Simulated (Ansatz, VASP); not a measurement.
Ag: VASP beside Ansatz

The input INCAR:

```
ALGO = Normal
EDIFF = 1E-6
ENCUT = 520
GGA = CA
ISIF = 2
ISMEAR = -1
LASPH = True
LCHARG = False
LREAL = False
LWAVE = False
NBANDS = 12
NELM = 80
PREC = Accurate
SIGMA = 0.05
```

KPOINTS

```
k-points
0
Gamma
  15 15 15
```

File POSCAR:

```
Ag
1.0
   -0.0204310000      2.0328845000      2.0328845000
    2.0328845000     -0.0204310000      2.0328845000
    2.0328845000      2.0328845000     -0.0204310000
Ag
1
Direct
    0.0000000000      0.0000000000      0.0000000000
```

Input for Ansatz:

```yaml
crystal:
  lattice:
    - [-0.020431, 2.0328845, 2.0328845]
    - [2.0328845, -0.020431, 2.0328845]
    - [2.0328845, 2.0328845, -0.020431]
  atoms:
    - { symbol: Ag, position: [0.0, 0.0, 0.0] }
kpoints:
  mp_grid: { grid: [15, 15, 15] }
  band_path:
    path:
      - [0.0, 0.0, 0.0]
      - [0.5, 0.5, 0.5]
      - [0.2525443832, 0.5, 0.7474556168]
      - [-0.2525443832, 0.2525443832, 0.5]
      - [0.0, 0.0, 0.5]
      - [0.0, 0.0, 0.0]
      - [-0.3762721916, 0.0, 0.3762721916]
      - [0.0, 0.3762721916, 0.6237278084]
      - [0.0, 0.5, 0.5]
    npoints: 5
scf:
  occupations: { method: fermi_dirac, width: 0.05 }
hamiltonian:
  xc: lda
  pseudopotentials: { kind: all_electron, lapw: { basis_error: 0.001 } }
output:
  forces: true
  stress: true
  eigenvalues: true
```

Change from the starting cell: equal xy, yz and zx shear strains of -1 %.

Alike in both runs: task single point; functional LDA; k mesh 15 × 15 × 15; occupations fermi-dirac, width 0.05 eV; no spin polarisation.

|  | VASP | Ansatz |
| --- | --- | --- |
| version | VASP 6.6.1 | Ansatz 0.2.0 |
| potentials or method | VASP PAW LDA potentials, release 64 (Ag), cutoff 520 eV | all-electron LAPW, scalar-relativistic |

|  | VASP | Ansatz | Ansatz less VASP |
| --- | --- | --- | --- |
| pressure (GPa) | -7.3 | -7.4 | -0.16 |
| traceless stress, the component that is largest in VASP (GPa) | 0.19 | 0.19 | 0.000 |

LDA's correlation is that of Perdew and Zunger in VASP and of Perdew and Wang (1992) in Ansatz. Ansatz ran all-electron here, and VASP with PAW potentials.
